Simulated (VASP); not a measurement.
Input of a VASP 6.6.1 run:

Contents of INCAR:

```
SYSTEM = Y
PREC = Accurate ; ENCUT = 500
EDIFF = 1E-7 ; ISMEAR = 0
SIGMA = 0.1 ; LREAL = .False.
LASPH = .True. ; NELM = 120
ALGO = Normal ; ISIF = 3
LWAVE = .False. ; LCHARG = .False.
GGA = PE ; IBRION = 2
NSW = 80 ; EDIFFG = -0.01
GGA_COMPAT = .False. ; NELMIN = 4
```

File KPOINTS:

```
regular mesh
0
Gamma
  14 14 14
  0 0 0
```

File POSCAR:

```
Y
1.0
   -2.0210925601      2.0210925601      2.0210925601
    2.0210925601     -2.0210925601      2.0210925601
    2.0210925601      2.0210925601     -2.0210925601
Y
1
Direct
    0.0000000000      0.0000000000      0.0000000000
```

Potentials or basis: VASP PAW PBE potentials, release 64 (Y_sv).

Launch:

```sh
$ cat potpaw_PBE.64/Y_sv/POTCAR > POTCAR
$ mpirun -np 1 vasp_std > vasp.out
```

(1) Estimate the relaxed volume.

(2) Estimate the relaxed cell.

(3) Estimate the space group after relaxing (to 0.05 Å).

Results:

(1) 32.86 Å³/atom.

(2) a = 3.495 Å, b = 3.495 Å, c = 3.495 Å, α = 109.47°, β = 109.47°, γ = 109.47°.

(3) Im-3m (No. 229).
